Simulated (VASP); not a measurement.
Input of a VASP 6.6.1 run:

The input INCAR:

```
PREC = Accurate
ENCUT = 600
EDIFF = 1E-7
ISMEAR = 0
SIGMA = 0.1
LREAL = False
LASPH = True
NELM = 100
ALGO = Normal
ISIF = 3
LWAVE = False
LCHARG = False
GGA = PE
IBRION = 2
NSW = 100
EDIFFG = -0.01
```

Contents of KPOINTS:

```
Automatic mesh
0
Gamma
  8 8 8
```

POSCAR

```
Mg3H2
1.0
    4.3698507757      0.0000000000      0.0000000000
    0.0000000000      4.3698507757      0.0000000000
    0.0000000000      0.0000000000      4.3698507757
Mg H
3 2
Direct
    0.0000000000      0.5000000000      0.5000000000
    0.5000000000      0.0000000000      0.5000000000
    0.5000000000      0.5000000000      0.0000000000
    0.0000000000      0.0000000000      0.0000000000
    0.5000000000      0.5000000000      0.5000000000
```

Potentials or basis: VASP PAW PBE potentials, release 64 (Mg, H).

Command:

```console
$ cat potpaw_PBE.64/Mg/POTCAR potpaw_PBE.64/H/POTCAR > POTCAR
$ mpirun -np 1 vasp_std > vasp.out
```

(1) What does it give for the relaxed volume?

(2) Predict the relaxed cell.

## Answers

(1) 16.24 Å³/atom.

(2) a = 4.330 Å, b = 4.330 Å, c = 4.330 Å, α = 90.00°, β = 90.00°, γ = 90.00°.
